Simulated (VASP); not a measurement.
# TiAl3 (I4/mmm) in VASP: further runs

Runs on TiAl3. Level: PBE. Tasks: single point.

Everything below comes from runs of VASP 6.6.1. Logs are shortened: lines on timing, memory, paths and dates and some standing lists are left out, and cuts for length are marked.

### Step 1. The cell of the first run

It takes space group I4/mmm (No. 139, tetragonal). The conventional cell has a = 3.845 Å, b = 3.845 Å, c = 9.313 Å, α = 90.00°, β = 90.00°, γ = 90.00°. Ti (site symmetry 4/mmm) has 12 Al at 2.72 to 3.02 Å within 3.6 Å. Al (site symmetry 4/mmm) has 4 Ti at 2.72 Å and 8 Al at 3.02 Å within 3.6 Å. Within 3.6 Å of Al (site symmetry -4m2) lie 8 Al at 2.72 to 3.02 Å and 4 Ti at 3.02 Å.

### Step 2. Single point, PBE (strain +0.000 along x and y, +0.080 along z)

INCAR reads:

```
SYSTEM = TiAl3
ALGO = Fast
EDIFF = 1E-6
ENCUT = 520
GGA = PE
ISIF = 2
ISMEAR = 0
LASPH = .TRUE.
LCHARG = .FALSE.
LREAL = .FALSE.
LWAVE = .FALSE.
NBANDS = 18
NELM = 100
PREC = Accurate
SIGMA = 0.15
```

KPOINTS reads:

```
k-points
0
G
  18 18 18
  0 0 0
```

POSCAR reads:

```
TiAl3
1.0
   -1.9226734293      1.9226734293      4.6563171798
    1.9226734293     -1.9226734293      4.6563171798
    1.9226734293      1.9226734293     -4.6563171798
Ti Al
1 3
Direct
    0.0000000000      0.0000000000      0.0000000000
    0.5000000000      0.5000000000      0.0000000000
    0.7500000000      0.2500000000      0.5000000000
    0.2500000000      0.7500000000      0.5000000000
```

Potentials or basis: VASP PAW PBE potentials, release 64 (Ti_sv, Al).

Run with:

```
cat potpaw_PBE.64/Ti_sv/POTCAR potpaw_PBE.64/Al/POTCAR > POTCAR
mpirun -np 1 vasp_std > vasp.out
```

OUTCAR:

```text
SYSTEM = TiAl3
   EDIFF = 1E-6
   ENCUT = 520
   GGA = PE
   ISIF = 2
   ISMEAR = 0
   LASPH = .TRUE.
   LREAL = .FALSE.
   NELM = 100
   PREC = Accurate

 ion  position               nearest neighbor table
   1  0.000  0.000  0.000-   2 2.72   2 2.72   2 2.72   2 2.72   4 3.02   3 3.02   4 3.02   4 3.02
                             3 3.02   3 3.02   4 3.02   3 3.02
   2  0.500  0.500  0.000-   1 2.72   1 2.72   1 2.72   1 2.72   4 3.02   3 3.02   4 3.02   3 3.02
                             4 3.02   4 3.02   3 3.02   3 3.02
   3  0.750  0.250  0.500-   4 2.72   4 2.72   4 2.72   4 2.72   2 3.02   1 3.02   2 3.02   1 3.02
                             2 3.02   2 3.02   1 3.02   1 3.02
   4  0.250  0.750  0.500-   3 2.72   3 2.72   3 2.72   3 2.72   2 3.02   1 3.02   2 3.02   2 3.02
                             1 3.02   1 3.02   2 3.02   1 3.02

  LATTYP: Found a body centered tetragonal cell.
 ALAT       =     3.8453468586
 C/A-ratio  =     2.4217930663

  Lattice vectors:

 A1 = (  -1.9226734293,   1.9226734293,   4.6563171798)
 A2 = (   1.9226734293,  -1.9226734293,   4.6563171798)
 A3 = (   1.9226734293,   1.9226734293,  -4.6563171798)

Analysis of symmetry for initial positions (statically):
=====================================================================
 Subroutine PRICEL returns:
 Original cell was already a primitive cell.

 Routine SETGRP: Setting up the symmetry group for a
 body centered tetragonal supercell.

 Subroutine GETGRP returns: Found 16 space group operations
 (whereof 16 operations were pure point group operations)
 out of a pool of 16 trial point group operations.

The static configuration has the point symmetry D_4h.

Analysis of symmetry for dynamics (positions and initial velocities):
=====================================================================
 Subroutine PRICEL returns:
 Original cell was already a primitive cell.

 Routine SETGRP: Setting up the symmetry group for a
 body centered tetragonal supercell.

 Subroutine GETGRP returns: Found 16 space group operations
 (whereof 16 operations were pure point group operations)
 out of a pool of 16 trial point group operations.

The dynamic configuration has the point symmetry D_4h.

 Subroutine INISYM returns: Found 16 space group operations
 (whereof 16 operations are pure point group operations),
 and found     1 'primitive' translations

----------------------------------------------------------------------------------------

                                     Primitive cell
[... 98 lines left out ...]
   NSW    =      0    number of steps for IOM
   IBRION =     -1    ionic relax: 0-MD 1-quasi-New 2-CG
   NFREE  =      0    steps in history (QN), initial steepest desc. (CG)
   ISIF   =      2    stress and relaxation
   ISYM   =      2    0-nonsym 1-usesym 2-fastsym
   POTIM  = 0.5000    time-step for ionic-motion
   TEBEG  =    0.0;   TEEND  =   0.0 temperature during run
   PSTRESS=    0.0 pullay stress
   NELECT =      21.0000    total number of electrons
   NUPDOWN=      -1.0000    fix difference up-down
   EMIN   =  10.00;   EMAX   =-10.00  energy-range for DOS
   EFERMI =   0.00;   METHOD = LEGACY
   ISMEAR =     0;   SIGMA  =   0.15  broadening in eV -4-tet -1-fermi 0-gaus
   EFERMI_NEDOS =   21; number of points for ismear=-14 and -15
   IALGO  =     68    algorithm
   IMIX   =      4    mixing-type and parameters
     AMIX     =   0.40;   BMIX     =  1.00
     AMIX_MAG =   1.60;   BMIX_MAG =  1.00
  volume/ion in A,a.u.               =      17.21       116.16
  Fermi-wavevector in a.u.,A,eV,Ry     =   1.101988  2.082455 16.522599  1.214377
  Thomas-Fermi vector in A             =   2.238424
   LORBIT       =      0    0 simple, 1 ext, 2 COOP (PROOUT), +10 PAW based schemes
   GGA     = PE    functional components
   LHFCALC =     F    Hartree Fock is set to
   AEXX    =    0.0000 exact exchange contribution
   IVDW    =     0    specifies the selected vdW correction
   LEPSILON=     F    determine dielectric tensor
   LRPA    =     F    only Hartree local field effects (RPA)
 non-spin polarized calculation
 RMM-DIIS sequential band-by-band and
 Gauss-broadening in eV      SIGMA  =   0.15
  energy-cutoff  :      520.00
  volume of cell :       68.85
 maximum number of plane-waves:      1876
   NGX = 19   NGY = 19   NGZ = 19

 number of electron      21.0000000 magnetization

 Free energy of the ion-electron system (eV)
  ---------------------------------------------------
  ext. energy  EPLUGINS =         0.00000000
  ---------------------------------------------------
  free energy    TOTEN  =       -20.43253351 eV

  energy without entropy =      -20.41568237  energy(sigma->0) =      -20.42410794

 E-fermi :   7.4242     XC(G=0): -10.4120

 val. band max:        7.4159989936   @ k =  -0.4444   0.5000   0.2778
 cond. band min:       7.4249207560   @ k =  -0.1111   0.1111   0.0000
 fundamental gap:      0.0089217624
 Fermi energy:         7.4241578858

 k-point     1 :       0.0000    0.0000    0.0000
  band No.  band energies     occupation
      1     -49.2797      2.00000
      2     -25.5550      2.00000
      3     -25.5550      2.00000
      4     -25.5406      2.00000
      5      -2.2208      2.00000
      6       4.0000      2.00000
[... 481 lines left out ...]
      5      -1.6404      2.00000
      6       3.5583      2.00000
[... 10 lines left out ...]
     17      11.3534      0.00000
     18      12.8245      0.00000

 [... further k-points ...]

------------------------ aborting loop because EDIFF is reached ----------------------------------------

  FORCE on cell =-STRESS in cart. coord.  units (eV):
  Direction    XX          YY          ZZ          XY          YZ          ZX
  --------------------------------------------------------------------------------------
  -------------------------------------------------------------------------------------
  Total       -1.0173826     -1.0173826     -5.9137786      0.0000000      0.0000000      0.0000000
  in kB      -23.6745251    -23.6745251   -137.6138181      0.0000000      0.0000000      0.0000000
  external PRESSURE =     -61.6542894 kB  Pullay stress =       0.0000000 kB

 VOLUME and BASIS-vectors are now :
 -----------------------------------------------------------------------------
  energy-cutoff  :      520.00
  volume of cell :       68.85
      direct lattice vectors                 reciprocal lattice vectors
    -1.922673429  1.922673429  4.656317180     0.000000000  0.260054564  0.107381001
     1.922673429 -1.922673429  4.656317180     0.260054564  0.000000000  0.107381001
     1.922673429  1.922673429 -4.656317180     0.260054564  0.260054564  0.000000000

 POSITION                                       TOTAL-FORCE (eV/Angst)
 -----------------------------------------------------------------------------------
      0.00000      0.00000      0.00000        -0.000000     -0.000000     -0.000000
      0.00000      0.00000      4.65632        -0.000000     -0.000000     -0.000000
     -0.00000      1.92267      2.32816         0.000000      0.000000     -0.000000
      1.92267     -0.00000      2.32816        -0.000000      0.000000      0.000000
 -----------------------------------------------------------------------------------
    total drift:                               -0.000000     -0.000000      0.000000

  FREE ENERGIE OF THE ION-ELECTRON SYSTEM (eV)
  ---------------------------------------------------
  free  energy   TOTEN  =       -20.4325335143 eV

  energy  without entropy=      -20.4156823665  energy(sigma->0) =      -20.42410794
```

Wall time 15 min (1 thread of Intel Xeon 6975P-C (Granite Rapids), shared host); peak memory 0.69 GiB.

What came out:

```yaml
Free_energy: -20.4325 eV
Pressure: -6.2 GPa
Band_gap_on_the_k_mesh: zero (an odd number of electrons rules out a gap without spin polarisation)
```

Caveat: the cell differs from its parent crystal (strain +0.000 along x and y, +0.080 along z); the stress differs along the axes, from -14 to -2 GPa.

### Step 3. Single point, PBE (strain +0.080 along x and y, +0.080 along z)

INCAR reads:

```
ALGO     = Fast           # electronic algorithm
EDIFF    = 1E-7           # SCF threshold, eV
ENCUT    = 520            # plane-wave cutoff, eV
GGA      = PE             # functional
ISIF     = 2              # what is computed and relaxed
ISMEAR   = 0              # smearing method
LASPH    = T              # aspherical terms in the spheres
LCHARG   = F              # write CHGCAR
LREAL    = F              # projectors in reciprocal space
LWAVE    = F              # write WAVECAR
NBANDS   = 18             # bands
NELM     = 100            # most SCF steps
PREC     = Accurate       # precision mode
SIGMA    = 0.15           # smearing width, eV
```

KPOINTS reads:

```
k-points
0
Gamma
  18 18 18
```

POSCAR reads:

```
TiAl3
1.0
   -2.0764873036      2.0764873036      4.6563171798
    2.0764873036     -2.0764873036      4.6563171798
    2.0764873036      2.0764873036     -4.6563171798
Ti Al
1 3
Direct
    0.0000000000      0.0000000000      0.0000000000
    0.5000000000      0.5000000000      0.0000000000
    0.7500000000      0.2500000000      0.5000000000
    0.2500000000      0.7500000000      0.5000000000
```

Potentials or basis: VASP PAW PBE potentials, release 64 (Ti_sv, Al).

Run with:

```
cat potpaw_PBE.64/Ti_sv/POTCAR potpaw_PBE.64/Al/POTCAR > POTCAR
mpirun -np 1 vasp_std > vasp.out
```

It took 33 min on 1 thread of Intel Xeon 6975P-C (Granite Rapids), shared host; peak memory 0.78 GiB.

Results (log left out):

| Item | Value |
| --- | --- |
| Free energy | -19.7211 eV |
| Pressure | -15.0 GPa |
| Band gap on the k mesh | zero (an odd number of electrons rules out a gap without spin polarisation) |

Stress tensor (GPa, compression positive):
```
-15.36   0.00   0.00
  0.00 -15.36   0.00
  0.00   0.00 -14.39
```

Levels at points of the mesh, in eV from the Fermi level:
```tsv
k point	band 8	band 9	band 10	band 11	band 12	band 13	band 14	band 15
(0.00, 0.00, 0.00)	-0.98	-0.98	-0.97	0.61	0.98	1.35	1.35	2.23
(0.50, 0.00, 0.00)	-2.94	-0.87	-0.15	0.38	1.26	1.77	2.01	2.49
(0.50, 0.50, 0.00)	-3.11	-2.40	-2.03	-0.74	1.22	1.37	2.06	2.13
(0.50, 0.50, 0.50)	-0.90	-0.90	-0.16	0.57	0.57	0.68	2.59	2.87
```

Caveat: the cell differs from its parent crystal (strain +0.080 along x and y, +0.080 along z); the cell stands under tension.

### Step 4. Single point, PBE (strain -0.040 along x and y, +0.000 along z)

INCAR reads:

```
PREC     = Accurate       # precision mode
ENCUT    = 500            # plane-wave cutoff, eV
EDIFF    = 1E-6           # SCF threshold, eV
ISMEAR   = 0              # smearing method
SIGMA    = 0.15           # smearing width, eV
LREAL    = False          # projectors in reciprocal space
LASPH    = True           # aspherical terms in the spheres
NELM     = 120            # most SCF steps
ALGO     = Normal         # electronic algorithm
ISIF     = 2              # what is computed and relaxed
LWAVE    = False          # write WAVECAR
LCHARG   = True           # write CHGCAR
GGA      = PE             # functional
LELF     = True           # ELF
LVHAR    = True         
NBANDS   = 18             # bands
GGA_COMPAT= False
```

KPOINTS reads:

```
regular mesh
0
Gamma
  18 18 18
```

POSCAR reads:

```
TiAl3
1.0
   -1.8457664921      1.8457664921      4.3114047961
    1.8457664921     -1.8457664921      4.3114047961
    1.8457664921      1.8457664921     -4.3114047961
Ti Al
1 3
Direct
    0.0000000000      0.0000000000      0.0000000000
    0.5000000000      0.5000000000      0.0000000000
    0.7500000000      0.2500000000      0.5000000000
    0.2500000000      0.7500000000      0.5000000000
```

Run with:

```
cat potpaw_PBE.64/Ti_sv/POTCAR potpaw_PBE.64/Al/POTCAR > POTCAR
mpirun -np 1 vasp_std > vasp.out
```

It took 17 min on 1 thread of Oxide Virtual Turin-like, shared host; peak memory 0.55 GiB.

Results (log left out):

| Quantity | Value |
| --- | --- |
| Free energy | -20.4714 eV |
| Pressure | 10.5 GPa |
| Band gap on the k mesh | zero (an odd number of electrons rules out a gap without spin polarisation) |

Stress tensor (GPa, compression positive):
```
13.73  0.00  0.00
 0.00 13.73  0.00
 0.00  0.00  3.95
```

Levels at points of the mesh, in eV from the Fermi level:
```
           k point  band 8  band 9  band 10  band 11  band 12  band 13  band 14  band 15
(0.00, 0.00, 0.00)   -1.48   -1.15    -1.15     0.95     2.11     2.11     2.26     3.11
(0.50, 0.00, 0.00)   -3.13   -0.99    -0.44     0.63     2.10     2.40     2.89     3.45
(0.50, 0.50, 0.00)   -3.98   -2.67    -2.36    -1.16     2.05     2.24     2.55     2.96
(0.50, 0.50, 0.50)   -0.67   -0.67    -0.31     0.77     0.77     1.05     3.09     5.41
```

Caveat: the cell differs from its parent crystal (strain -0.040 along x and y, +0.000 along z); the stress differs along the axes, from 4 to 14 GPa.

### Step 5. Single point, PBE (strain +0.000 along x and y, -0.040 along z)

INCAR reads:

```
PREC = Accurate
ENCUT = 500
EDIFF = 1E-6
ISMEAR = 0
SIGMA = 0.15
LREAL = False
LASPH = True
NELM = 120
ALGO = Normal
ISIF = 2
LWAVE = False
LCHARG = False
GGA = PE
NBANDS = 18
GGA_COMPAT = False
```

KPOINTS is that of step 4.

POSCAR reads:

```
TiAl3
1.0
   -1.9226734293      1.9226734293      4.1389486043
    1.9226734293     -1.9226734293      4.1389486043
    1.9226734293      1.9226734293     -4.1389486043
Ti Al
1 3
Direct
    0.0000000000      0.0000000000      0.0000000000
    0.5000000000      0.5000000000      0.0000000000
    0.7500000000      0.2500000000      0.5000000000
    0.2500000000      0.7500000000      0.5000000000
```

Run with:

```
cat potpaw_PBE.64/Ti_sv/POTCAR potpaw_PBE.64/Al/POTCAR > POTCAR
mpirun -np 1 vasp_std > vasp.out
```

Run time: 13 min. Hardware: 1 thread of Oxide Virtual Turin-like, shared host; peak memory 0.53 GiB.

It converged, with:

```
Free energy            : -20.5979 eV
Pressure               : 4.6 GPa
Band gap on the k mesh : zero (an odd number of electrons rules out a gap without spin polarisation)
```

Stress tensor (GPa, compression positive):
```
2.14 0.00 0.00
0.00 2.14 0.00
0.00 0.00 9.39
```

Levels at points of the mesh, in eV from the Fermi level:
| k point | band 7 | band 8 | band 9 | band 10 | band 11 | band 12 | band 13 | band 14 | band 15 | band 16 |
| --- | --- | --- | --- | --- | --- | --- | --- | --- | --- | --- |
| (0.00, 0.00, 0.00) | -2.38 | -1.53 | -1.41 | -1.41 | 0.78 | 1.58 | 1.58 | 2.20 | 2.40 | 4.00 |
| (0.50, 0.00, 0.00) | -3.63 | -2.80 | -1.22 | -0.18 | 0.43 | 1.76 | 1.91 | 2.81 | 2.94 | 4.59 |
| (0.50, 0.50, 0.00) | -4.48 | -3.82 | -2.84 | -2.14 | -0.93 | 1.72 | 1.91 | 2.96 | 2.99 | 3.42 |
| (0.50, 0.50, 0.50) | -2.22 | -1.16 | -1.16 | -0.26 | 0.68 | 0.68 | 0.94 | 3.15 | 4.87 | 6.24 |

Caveat: the cell differs from its parent crystal (strain +0.000 along x and y, -0.040 along z); the stress differs along the axes, from 2 to 9 GPa.

### Step 6. Single point, PBE (strain -0.040 along x and y, +0.080 along z)

INCAR reads:

```
SYSTEM = TiAl3
PREC = Accurate
ENCUT = 500
EDIFF = 1E-6
ISMEAR = 0
SIGMA = 0.15
LREAL = .False.
LASPH = .True.
NELM = 120
ALGO = Normal
ISIF = 2
LWAVE = .False.
LCHARG = .False.
GGA = PE
NBANDS = 18
GGA_COMPAT = .False.
```

KPOINTS reads:

```
Automatic mesh
0
Gamma
  18 18 18
  0 0 0
```

POSCAR reads:

```
TiAl3
1.0
   -1.8457664921      1.8457664921      4.6563171798
    1.8457664921     -1.8457664921      4.6563171798
    1.8457664921      1.8457664921     -4.6563171798
Ti Al
1 3
Direct
    0.0000000000      0.0000000000      0.0000000000
    0.5000000000      0.5000000000      0.0000000000
    0.7500000000      0.2500000000      0.5000000000
    0.2500000000      0.7500000000      0.5000000000
```

Potentials or basis: VASP PAW PBE potentials, release 64 (Ti_sv, Al).

Run with:

```
cat potpaw_PBE.64/Ti_sv/POTCAR potpaw_PBE.64/Al/POTCAR > POTCAR
mpirun -np 1 vasp_std > vasp.out
```

It took 18 min on 1 thread of Oxide Virtual Turin-like, shared host; peak memory 0.57 GiB.

It converged, with:

```yaml
Free_energy: -20.3183 eV
Pressure: 2.4 GPa
Band_gap_on_the_k_mesh: zero (an odd number of electrons rules out a gap without spin polarisation)
```

Stress tensor (GPa, compression positive):
```
 10.01   0.00   0.00
  0.00  10.01   0.00
  0.00   0.00 -12.93
```

Levels at points of the mesh, in eV from the Fermi level:
| k point | band 7 | band 8 | band 9 | band 10 | band 11 | band 12 | band 13 | band 14 |
| --- | --- | --- | --- | --- | --- | --- | --- | --- |
| (0.00, 0.00, 0.00) | -3.41 | -1.24 | -0.82 | -0.82 | 0.94 | 2.31 | 2.34 | 2.34 |
| (0.50, 0.00, 0.00) | -3.75 | -3.43 | -0.77 | -0.66 | 0.75 | 2.04 | 2.52 | 2.61 |
| (0.50, 0.50, 0.00) | -4.23 | -3.85 | -2.50 | -2.43 | -1.19 | 1.90 | 2.05 | 2.19 |
| (0.50, 0.50, 0.50) | -1.59 | -0.44 | -0.32 | -0.32 | 0.80 | 0.80 | 0.99 | 2.82 |

Caveat: the cell differs from its parent crystal (strain -0.040 along x and y, +0.080 along z); the stress differs along the axes, from -13 to 10 GPa.

### Step 7. The runs side by side

| cell | cutoff (eV) | gap on the mesh (eV) | pressure (GPa) |
| --- | --- | --- | --- |
| a = 5.392 Å, angles 138.2, 138.2, 60.6°, 4 atoms | 520 | none | -6.2 |
| a = 5.505 Å, angles 135.7, 135.7, 64.5°, 4 atoms | 520 | none | -15.0 |
| a = 5.040 Å, angles 137.0, 137.0, 62.4°, 4 atoms | 500 | none | 10.5 |
| a = 4.952 Å, angles 134.3, 134.3, 66.6°, 4 atoms | 500 | none | 4.6 |
| a = 5.338 Å, angles 139.5, 139.5, 58.5°, 4 atoms | 500 | none | 2.4 |

Alike in all rows: task single point; level PBE; potentials or basis VASP PAW PBE potentials, release 64 (Ti_sv, Al); no spin polarisation; k mesh 18 × 18 × 18; smearing gaussian 0.15 eV.

Caveats: the stress differs along the axes, from -14 to -2 GPa (at least some runs); the cell stands under tension (at least some runs); the stress differs along the axes, from 4 to 14 GPa (at least some runs); the stress differs along the axes, from 2 to 9 GPa (at least some runs); the stress differs along the axes, from -13 to 10 GPa (at least some runs).

Total energies depend on the potentials used, so only differences within one code and one set of settings carry meaning.
